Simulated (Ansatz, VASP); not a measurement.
# AlRu in VASP and in Ansatz

```
Al Ru
1.0
     3.04924    0.00000    0.00000
     0.00000    3.04924    0.00000
     0.00000    0.00000    3.04924
Al Ru
1 1
Direct
  0.00000 0.00000 0.00000
  0.50000 0.50000 0.50000
```

Change from the starting cell: equal strain along all axes, cell held, atoms relaxed: +1.5 %.

Alike in both runs: task single point; functional PBE; k mesh 14 × 14 × 14; occupations gaussian, width 0.1 eV; no spin polarisation.

```csv
,VASP,Ansatz
version,VASP 6.6.1,Ansatz 0.2.0
potentials or method,"VASP PAW PBE potentials, release 64 (Al, Ru_pv), cutoff 520 eV","scalar-relativistic, plane waves, PAW"
valence electrons in the cell,17,19
```

|  | VASP | Ansatz | Ansatz less VASP |
| --- | --- | --- | --- |
| gap on the k mesh at the Fermi level (eV) | none | none | - |
| pressure (GPa) | -8.3 | -8.3 | +0.08 |

A gap of «none» marks a metal or a gap that the smearing closes. VASP's potentials hold 17 valence electrons a cell and Ansatz's 19, so a difference there can come from the potentials and not from the codes.
